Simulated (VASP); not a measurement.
Runs of VASP 6.6.1 on NbTe. The structure is that of space group Pm-3m (No. 221), or close to it. The cells are those of the table. 

```tsv
task	level	potentials or basis	U	cell	cutoff (eV)	smearing	k mesh for the DOS	occupations for the DOS	gap on the mesh (eV)	pressure (GPa)	relaxed volume (Å³/atom)
single point	PBE	VASP PAW PBE potentials, release 64 (Nb_sv, Te)	-	a = 3.426 Å, 2 atoms	520	gaussian 0.013 eV	-	-	none	-0.3	-
electric field gradients	PBE	VASP PAW PBE potentials, release 64 (Nb_sv, Te)	-	a = 3.426 Å, 2 atoms	520	fermi-dirac 0.05 eV	-	-	none	-0.2	-
relaxation of cell and atoms	PBE+D3(BJ)	VASP PAW PBE potentials, release 64 (Nb_sv, Te)	-	relaxed from a = 3.426 Å, 2 atoms	600	fermi-dirac 0.05 eV	-	-	none	-0.1	19.24
relaxation of cell and atoms	PBE+D4	VASP PAW PBE potentials, release 64 (Nb_sv, Te)	-	relaxed from a = 3.426 Å, 2 atoms	600	fermi-dirac 0.05 eV	-	-	none	0.0	19.50
single point	LDA+U	VASP PAW LDA potentials, release 64 (Nb_sv, Te)	Nb d U = 4.0 eV	a = 3.426 Å, 2 atoms	520	fermi-dirac 0.05 eV	-	-	none	(b)	-
single point	PBE	VASP PAW PBE potentials, release 64 (Nb_sv, Te)	-	a = 3.448 Å, 2 atoms	520	fermi-dirac 0.05 eV	-	-	none	(a)	-
single point	PBEsol	VASP PAW PBE potentials, release 64 (Nb_sv, Te)	-	a = 3.426 Å, 2 atoms	520	fermi-dirac 0.05 eV	-	-	none	-5.2	-
single point	PBE	VASP PAW PBE potentials, release 64 (Nb_sv, Te)	-	a = 3.426 Å, 2 atoms	520	gaussian 0.015 eV	-	-	none	-0.3	-
single point	LDA+U	VASP PAW LDA potentials, release 64 (Nb_sv, Te)	Nb d U = 8.0 eV	a = 3.426 Å, 2 atoms	520	fermi-dirac 0.05 eV	-	-	none	1.7	-
single point	LDA+U	VASP PAW LDA potentials, release 64 (Nb_sv, Te)	Nb d U = 1.0 eV	a = 3.426 Å, 2 atoms	520	fermi-dirac 0.05 eV	-	-	none	(c)	-
```

Alike in all rows: no spin polarisation; k mesh 8 × 8 × 8.

Question: Estimate the missing entries.

Answer: (a) -2.7; (b) -3.4; (c) -6.6.

Caveats: spin-orbit coupling is left out, which moves the levels of the heavy elements; U without spin polarisation on a metal has little footing (some runs); the U is typed as a test and isn't derived for this compound (some runs); pairwise dispersion overbinds metals, which lowers pressure and volume (some runs); the PAW data sets were made with another functional, which shifts forces and pressure a little (some runs).

A k mesh can miss the band edges, and the runs leave out spin-orbit coupling on Nb, Te.

A gap of «none» marks levels without a gap at the run's occupations.
